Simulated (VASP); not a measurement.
# InPd (Pmm2) in VASP: notebook

The runs below take InPd through single point, with PBEsol.

All numbers are computed with VASP 6.6.1; they aren't measurements. Logs are shortened: lines on timing, memory, paths and dates and some standing lists are left out, and cuts for length are marked.

### 1 The cell of the first run

Symmetry: Pmm2, No. 25, orthorhombic system. The conventional cell has a = 3.209 Å, b = 3.322 Å, c = 3.209 Å, α = 90.00°, β = 90.00°, γ = 90.00°. Within 3.7 Å of In (site symmetry mm2) lie 8 Pd at 2.77 to 2.85 Å and 6 In at 3.21 to 3.32 Å. Pd (site symmetry mm2) has 8 In at 2.77 to 2.85 Å and 6 Pd at 3.21 to 3.32 Å within 3.7 Å.

### 2 Single point, PBEsol (atoms displaced along a vibrational mode, the cell strained)

Contents of INCAR:

```
SYSTEM = InPd
PREC = Accurate
ENCUT = 520
EDIFF = 1E-6
ISMEAR = 0
SIGMA = 0.15
LREAL = .False.
LASPH = .True.
NELM = 80
ALGO = Fast
ISIF = 2
LWAVE = .False.
LCHARG = .False.
GGA = PS
NBANDS = 18
```

Contents of KPOINTS:

```
regular mesh
0
Gamma
  14 14 14
  0 0 0
```

Contents of POSCAR:

```
InPd
1.0
    3.2088053983      0.0000000000      0.0000000000
    0.0000000000      3.2088053983      0.0000000000
    0.0000000000      0.0000000000      3.3222750686
In Pd
1 1
Direct
   -0.0099348178      0.0000000000      0.0000000000
    0.5107188114      0.5000000000      0.5000000000
```

Potentials or basis: VASP PAW PBE potentials, release 64 (In_d, Pd).

On the command line:

```console
> cat potpaw_PBE.64/In_d/POTCAR potpaw_PBE.64/Pd/POTCAR > POTCAR
> mpirun -np 1 vasp_std > vasp.out
```

OUTCAR:

```text
SYSTEM = InPd
   PREC = Accurate
   ENCUT = 520
   EDIFF = 1E-6
   ISMEAR = 0
   LREAL = .False.
   LASPH = .True.
   NELM = 80
   ISIF = 2
   GGA = PS

 ion  position               nearest neighbor table
   1  0.990  0.000  0.000-   2 2.77   2 2.77   2 2.77   2 2.77   2 2.85   2 2.85   2 2.85   2 2.85

   2  0.511  0.500  0.500-   1 2.77   1 2.77   1 2.77   1 2.77   1 2.85   1 2.85   1 2.85   1 2.85

  LATTYP: Found a simple tetragonal cell.
 ALAT       =     3.2088053983
 C/A-ratio  =     1.0353619669

  Lattice vectors:

 A1 = (   3.2088053983,   0.0000000000,   0.0000000000)
 A2 = (   0.0000000000,   3.2088053983,   0.0000000000)
 A3 = (   0.0000000000,   0.0000000000,   3.3222750686)

Analysis of symmetry for initial positions (statically):
=====================================================================
 Subroutine PRICEL returns:
 Original cell was already a primitive cell.

 Routine SETGRP: Setting up the symmetry group for a
 simple tetragonal supercell.

 Subroutine GETGRP returns: Found  4 space group operations
 (whereof  4 operations were pure point group operations)
 out of a pool of 16 trial point group operations.

The static configuration has the point symmetry C_2v.

Analysis of symmetry for dynamics (positions and initial velocities):
=====================================================================
 Subroutine PRICEL returns:
 Original cell was already a primitive cell.

 Routine SETGRP: Setting up the symmetry group for a
 simple tetragonal supercell.

 Subroutine GETGRP returns: Found  4 space group operations
 (whereof  4 operations were pure point group operations)
 out of a pool of 16 trial point group operations.

The dynamic configuration has the point symmetry C_2v.

 Subroutine INISYM returns: Found  4 space group operations
 (whereof  4 operations are pure point group operations),
 and found     1 'primitive' translations

----------------------------------------------------------------------------------------

                                     Primitive cell

  volume of cell :      34.2076

  direct lattice vectors                    reciprocal lattice vectors
     3.208805398  0.000000000  0.000000000     0.311642458  0.000000000  0.000000000
     0.000000000  3.208805398  0.000000000     0.000000000  0.311642458  0.000000000
     0.000000000  0.000000000  3.322275069     0.000000000  0.000000000  0.300998557

  length of vectors
     3.208805398  3.208805398  3.322275069     0.311642458  0.311642458  0.300998557

  position of ions in fractional coordinates (direct lattice)
     0.990065182  0.000000000  0.000000000
     0.510718811  0.500000000  0.500000000

  ion indices of the primitive-cell ions
   primitive index   ion index
                 1           1
                 2           2

----------------------------------------------------------------------------------------

 KPOINTS: regular mesh

Automatic generation of k-mesh.
 Grid dimensions read from file:
 generate k-points for:   14   14   14

 Generating k-lattice:

  Cartesian coordinates                     Fractional coordinates (reciprocal lattice)
     0.022260176  0.000000000  0.000000000     0.071428571  0.000000000  0.000000000
     0.000000000  0.022260176  0.000000000     0.000000000  0.071428571  0.000000000
     0.000000000  0.000000000  0.021499897     0.000000000  0.000000000  0.071428571

  Length of vectors
     0.022260176  0.022260176  0.021499897

  Shift w.r.t. Gamma in fractional coordinates (k-lattice)
     0.000000000  0.000000000  0.000000000

 Subroutine IBZKPT returns following result:
 ===========================================

 Found    512 irreducible k-points:

 Following reciprocal coordinates:
            Coordinates               Weight
  0.000000  0.000000  0.000000      1.000000
  0.071429  0.000000  0.000000      2.000000
  0.000000  0.071429  0.000000      2.000000
  0.142857  0.000000  0.000000      2.000000
  0.000000  0.142857  0.000000      2.000000
  0.214286  0.000000  0.000000      2.000000
[... 16 lines left out ...]
  0.357143  0.071429  0.000000      4.000000
 -0.071429  0.357143  0.000000      4.000000
 [... further k-points ...]
   k-points           NKPTS =    512   k-points in BZ     NKDIM =    512   number of bands    NBANDS=     18
   number of dos      NEDOS =    301   number of ions     NIONS =      2
   total plane-waves  NPLWV =  16128
   dimension x,y,z NGX =    24 NGY =   24 NGZ =   28
   dimension x,y,z NGXF=    48 NGYF=   48 NGZF=   56
   ions per type =               1   1
   NGX,Y,Z   is equivalent  to a cutoff of  12.43, 12.43, 14.01 a.u.
   NGXF,Y,Z  is equivalent  to a cutoff of  24.87, 24.87, 28.02 a.u.
 SYSTEM =  InPd
   PREC   = accura    normal or accurate (medium, high low for compatibility)
   ISTART =      0    job   : 0-new  1-cont  2-samecut
   ICHARG =      2    charge: 1-file 2-atom 10-const
   ISPIN  =      1    spin polarized calculation?
   LNONCOLLINEAR =      F non collinear calculations
   LSORBIT =      F    spin-orbit coupling
   LASPH  =      T    aspherical Exc in radial PAW
   ENCUT  =  520.0 eV  38.22 Ry    6.18 a.u.   5.97  5.97  6.18*2*pi/ulx,y,z
   NELM   =     80;   NELMIN=  2; NELMDL= -5     # of ELM steps
   EDIFF  = 0.1E-05   stopping-criterion for ELM
   LREAL  =      F    real-space projection
   EDIFFG = 0.1E-04   stopping-criterion for IOM
   NSW    =      0    number of steps for IOM
   IBRION =     -1    ionic relax: 0-MD 1-quasi-New 2-CG
   NFREE  =      0    steps in history (QN), initial steepest desc. (CG)
   ISIF   =      2    stress and relaxation
   ISYM   =      2    0-nonsym 1-usesym 2-fastsym
   POTIM  = 0.5000    time-step for ionic-motion
   TEBEG  =    0.0;   TEEND  =   0.0 temperature during run
   PSTRESS=    0.0 pullay stress
   NELECT =      23.0000    total number of electrons
   NUPDOWN=      -1.0000    fix difference up-down
   EMIN   =  10.00;   EMAX   =-10.00  energy-range for DOS
   EFERMI =   0.00;   METHOD = LEGACY
   ISMEAR =     0;   SIGMA  =   0.15  broadening in eV -4-tet -1-fermi 0-gaus
   EFERMI_NEDOS =   21; number of points for ismear=-14 and -15
   IALGO  =     68    algorithm
   IMIX   =      4    mixing-type and parameters
     AMIX     =   0.40;   BMIX     =  1.00
     AMIX_MAG =   1.60;   BMIX_MAG =  1.00
  volume/ion in A,a.u.               =      17.10       115.42
  Fermi-wavevector in a.u.,A,eV,Ry     =   1.434201  2.710247 27.986262  2.056932
  Thomas-Fermi vector in A             =   2.553635
   LORBIT       =      0    0 simple, 1 ext, 2 COOP (PROOUT), +10 PAW based schemes
   GGA     = PS    functional components
   LHFCALC =     F    Hartree Fock is set to
   AEXX    =    0.0000 exact exchange contribution
   IVDW    =     0    specifies the selected vdW correction
   LEPSILON=     F    determine dielectric tensor
   LRPA    =     F    only Hartree local field effects (RPA)
 non-spin polarized calculation
 RMM-DIIS sequential band-by-band and
 Gauss-broadening in eV      SIGMA  =   0.15
  energy-cutoff  :      520.00
  volume of cell :       34.21
 maximum number of plane-waves:       940
   NGX = 11   NGY = 11   NGZ = 13

 number of electron      23.0000004 magnetization

 Free energy of the ion-electron system (eV)
  ---------------------------------------------------
  ext. energy  EPLUGINS =         0.00000000
  ---------------------------------------------------
  free energy    TOTEN  =        -9.99401471 eV

  energy without entropy =       -9.98646359  energy(sigma->0) =       -9.99023915

 E-fermi :  10.7434     XC(G=0): -12.5371

 val. band max:       10.7309233609   @ k =   0.3571   0.2143   0.4286
 cond. band min:      10.7482108544   @ k =  -0.2857   0.3571   0.0714
 fundamental gap:      0.0172874935
 Fermi energy:        10.7433710778

 k-point     1 :       0.0000    0.0000    0.0000
  band No.  band energies     occupation
      1      -4.2747      2.00000
      2      -4.2224      2.00000
      3      -3.8105      2.00000
      4      -3.8091      2.00000
      5      -3.7852      2.00000
      6       0.3767      2.00000
[... 10 lines left out ...]
     17      21.6548      0.00000
     18      26.3761      0.00000

 k-point     2 :       0.0714    0.0000    0.0000
  band No.  band energies     occupation
      1      -4.2601      2.00000
      2      -4.2131      2.00000
      3      -3.8158      2.00000
      4      -3.8085      2.00000
      5      -3.7917      2.00000
      6       0.4611      2.00000
[... 10 lines left out ...]
     17      22.1734      0.00000
     18      26.4075      0.00000

 k-point     3 :       0.0000    0.0714    0.0000
  band No.  band energies     occupation
      1      -4.2600      2.00000
      2      -4.2132      2.00000
      3      -3.8171      2.00000
      4      -3.8072      2.00000
      5      -3.7918      2.00000
      6       0.4612      2.00000
[... 10 lines left out ...]
     17      22.2002      0.00000
     18      26.5074      0.00000

 k-point     4 :       0.1429    0.0000    0.0000
  band No.  band energies     occupation
      1      -4.2342      2.00000
      2      -4.1722      2.00000
      3      -3.8343      2.00000
      4      -3.8100      2.00000
      5      -3.8031      2.00000
      6       0.7141      2.00000
[... 375 lines left out ...]
      4      -3.8780      2.00000
      5      -3.7942      2.00000
      6       1.7957      2.00000
[... 10 lines left out ...]
     17      24.0949      0.00000
     18      24.9949      0.00000

 k-point    23 :       0.3571    0.0714    0.0000
  band No.  band energies     occupation
      1      -4.1658      2.00000
      2      -3.9196      2.00000
      3      -3.9185      2.00000
      4      -3.9052      2.00000
      5      -3.7882      2.00000
      6       2.5220      2.00000
[... 10 lines left out ...]
     17      22.8066      0.00000
     18      23.4571      0.00000

 k-point    24 :      -0.0714    0.3571    0.0000
  band No.  band energies     occupation
      1      -4.1660      2.00000
      2      -3.9195      2.00000
      3      -3.9190      2.00000
      4      -3.9056      2.00000
      5      -3.7877      2.00000
      6       2.5240      2.00000
[... 10 lines left out ...]
     17      22.8644      0.00000
     18      23.4511      0.00000

 [... further k-points ...]
[... 5 lines left out ...]
  --------------------------------------------------------------------------------------
  -------------------------------------------------------------------------------------
  Total        0.1376861      0.1751493     -0.0226487      0.0000000      0.0000000      0.0000000
  in kB        6.4487921      8.2034523     -1.0607958      0.0000000      0.0000000      0.0000000
  external PRESSURE =       4.5304829 kB  Pullay stress =       0.0000000 kB

 VOLUME and BASIS-vectors are now :
 -----------------------------------------------------------------------------
  energy-cutoff  :      520.00
  volume of cell :       34.21
      direct lattice vectors                 reciprocal lattice vectors
     3.208805398  0.000000000  0.000000000     0.311642458  0.000000000  0.000000000
     0.000000000  3.208805398  0.000000000     0.000000000  0.311642458  0.000000000
     0.000000000  0.000000000  3.322275069     0.000000000  0.000000000  0.300998557

 POSITION                                       TOTAL-FORCE (eV/Angst)
 -----------------------------------------------------------------------------------
      3.17693      0.00000      0.00000         0.280640      0.000000      0.000000
      1.63880      1.60440      1.66114        -0.280640      0.000000      0.000000
 -----------------------------------------------------------------------------------
    total drift:                                0.000656      0.000000     -0.000001

  FREE ENERGIE OF THE ION-ELECTRON SYSTEM (eV)
  ---------------------------------------------------
  free  energy   TOTEN  =        -9.9940147085 eV

  energy  without entropy=       -9.9864635932  energy(sigma->0) =       -9.99023915
```

Run time: 94 s. Hardware: 1 thread of Intel Xeon 6975P-C (Granite Rapids), shared host; peak memory 0.41 GiB.

What came out:

```yaml
Free_energy: -9.9940 eV
Pressure: 0.5 GPa
Largest_force: 0.281 eV/Å
Band_gap_on_the_k_mesh: zero (an odd number of electrons rules out a gap without spin polarisation)
```

Forces in eV/Å, atoms in the order of the input:
```
In   0.281  0.000  0.000
Pd  -0.281  0.000  0.000
```

Stress tensor (GPa, compression positive):
```
 0.64  0.00  0.00
 0.00  0.82  0.00
 0.00  0.00 -0.11
```

Caveat: the cell differs from its parent crystal (atoms displaced along a vibrational mode, the cell strained); the PAW data sets were made with another functional, which shifts forces and pressure a little; spin-orbit coupling is left out, which moves the levels of the heavy elements.

### 3 Single point, PBEsol (atoms displaced along a vibrational mode, the cell strained)

Contents of INCAR:

```
  PREC = Accurate
  ENCUT = 520
  EDIFF = 1E-7
  ISMEAR = 0
  SIGMA = 0.15
  LREAL = False
  LASPH = True
  NELM = 100
  ALGO = Fast
  ISIF = 2
  LWAVE = False
  LCHARG = True
  GGA = PS
  LELF = True
  LVHAR = True
  NBANDS = 18
```

Contents of KPOINTS:

```
regular mesh
0
Gamma
  14 14 14
```

Contents of POSCAR:

```
InPd
1.0
    3.1708198434      0.0000000000      0.0000000000
    0.0000000000      3.1708198434      0.0000000000
    0.0000000000      0.0000000000      3.3982461783
In Pd
1 1
Direct
   -0.0049674089      0.0000000000      0.0000000000
    0.5053594057      0.5000000000      0.5000000000
```

Potentials or basis: VASP PAW PBE potentials, release 64 (In_d, Pd).

On the command line:

```console
> cat potpaw_PBE.64/In_d/POTCAR potpaw_PBE.64/Pd/POTCAR > POTCAR
> mpirun -np 1 vasp_std > vasp.out
```

OUTCAR:

```text
PREC = Accurate
   ENCUT = 520
   EDIFF = 1E-7
   ISMEAR = 0
   LREAL = False
   LASPH = True
   NELM = 100
   ISIF = 2
   GGA = PS

 ion  position               nearest neighbor table
   1  0.995  0.000  0.000-   2 2.79   2 2.79   2 2.79   2 2.79   2 2.83   2 2.83   2 2.83   2 2.83

   2  0.505  0.500  0.500-   1 2.79   1 2.79   1 2.79   1 2.79   1 2.83   1 2.83   1 2.83   1 2.83

  LATTYP: Found a simple tetragonal cell.
 ALAT       =     3.1708198434
 C/A-ratio  =     1.0717247734

[... 694 lines left out ...]
------------------------ aborting loop because EDIFF is reached ----------------------------------------

  FORCE on cell =-STRESS in cart. coord.  units (eV):
  Direction    XX          YY          ZZ          XY          YZ          ZX
  --------------------------------------------------------------------------------------
  -------------------------------------------------------------------------------------
  Total        0.2488009      0.2574695     -0.1640211      0.0000000      0.0000000      0.0000000
  in kB       11.6671419     12.0736452     -7.6915238      0.0000000      0.0000000      0.0000000
  external PRESSURE =       5.3497544 kB  Pullay stress =       0.0000000 kB

 VOLUME and BASIS-vectors are now :
 -----------------------------------------------------------------------------
  energy-cutoff  :      520.00
  volume of cell :       34.17
      direct lattice vectors                 reciprocal lattice vectors
     3.170819843  0.000000000  0.000000000     0.315375849  0.000000000  0.000000000
     0.000000000  3.170819843  0.000000000     0.000000000  0.315375849  0.000000000
     0.000000000  0.000000000  3.398246178     0.000000000  0.000000000  0.294269440

 POSITION                                       TOTAL-FORCE (eV/Angst)
 -----------------------------------------------------------------------------------
      3.15507      0.00000      0.00000         0.134273      0.000000      0.000000
      1.60240      1.58541      1.69912        -0.134273      0.000000      0.000000
 -----------------------------------------------------------------------------------
    total drift:                                0.000722      0.000000     -0.000002

  FREE ENERGIE OF THE ION-ELECTRON SYSTEM (eV)
  ---------------------------------------------------
  free  energy   TOTEN  =        -9.9939245783 eV

  energy  without entropy=       -9.9857632934  energy(sigma->0) =       -9.98984394
```

Run time: 1.9 min. Hardware: 1 thread of Intel Xeon 6975P-C (Granite Rapids), shared host; peak memory 0.42 GiB.

What came out:

* Free energy: -9.9939 eV
* Pressure: 0.5 GPa
* Largest force: 0.134 eV/Å
* Band gap on the k mesh: zero (an odd number of electrons rules out a gap without spin polarisation)

Forces on the atoms (eV/Å):
```
In   0.134  0.000  0.000
Pd  -0.134  0.000  0.000
```

Caveat: the cell differs from its parent crystal (atoms displaced along a vibrational mode, the cell strained); the PAW data sets were made with another functional, which shifts forces and pressure a little; spin-orbit coupling is left out, which moves the levels of the heavy elements.
